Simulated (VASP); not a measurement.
TiNi: single point with r2SCAN

TiNi:

```
Ti Ni
1.0
     3.82195    0.00000    0.00000
     0.00000    3.82195    0.00000
     0.00000    0.00000    3.63625
Ti Ni
2 2
Direct
  0.00000 0.50000 0.48080
  0.50000 0.00000 0.51920
  0.50000 0.50000 0.00000
  0.00000 0.00000 0.00000
```

| Quantity | Value |
| --- | --- |
| Program | VASP 6.6.1 |
| Task | single point |
| Functional | r2SCAN |
| Potentials or basis | VASP PAW PBE potentials, release 64 (Ti_sv, Ni) |
| Cutoff | 520 eV |
| k mesh | 10 × 10 × 10 |
| Occupations | gaussian, width 0.05 eV |
| Spin | no spin polarisation |
| Dipole correction | no |
| Further INCAR settings | ALGO = Normal; EDIFF = 1e-06; NBANDS = 30 |

```yaml
Pressure: -1.5 GPa
Largest_force: 0.091 eV/Å
Band_gap_on_the_k_mesh: zero (bands 22 and 23 overlap by 1.83 eV)
```

Forces on the atoms (eV/Å):
```
Ti   0.000  0.000  0.091
Ti   0.000  0.000 -0.091
Ni   0.000  0.000  0.000
Ni   0.000  0.000  0.000
```

Stress tensor (GPa, compression positive):
```
-0.37  0.00  0.00
 0.00 -0.37  0.00
 0.00  0.00 -3.62
```

Levels at points of the mesh, in eV from the Fermi level:
```csv
k point,band 19,band 20,band 21,band 22,band 23,band 24,band 25,band 26
"(0.00, 0.00, 0.00)",-0.66,-0.30,0.14,0.73,2.19,2.19,2.38,2.38
"(0.50, 0.00, 0.00)",-1.80,-1.80,0.61,0.61,0.93,0.93,1.30,1.30
"(0.50, 0.50, 0.00)",-1.55,-1.55,-0.89,-0.89,-0.25,-0.25,0.55,0.55
"(0.00, 0.00, 0.50)",-1.54,-1.46,-1.46,-1.24,-1.04,-0.66,1.88,2.14
"(0.50, 0.00, 0.50)",-1.78,-1.78,-1.55,-1.55,0.84,0.84,1.44,1.44
"(0.50, 0.50, 0.50)",-0.17,-0.17,-0.15,-0.15,0.28,0.28,0.49,0.49
```

It took 4.6 min on 1 thread of Intel(R) Xeon(R) 6975P-C (Granite Rapids) (shared host), peak memory 0.3 GiB.

Caveat: the PAW data sets were made with another functional, which shifts forces and pressure a little. Spin polarisation is off, so any magnetic state and its effect on volume and gap are missing.
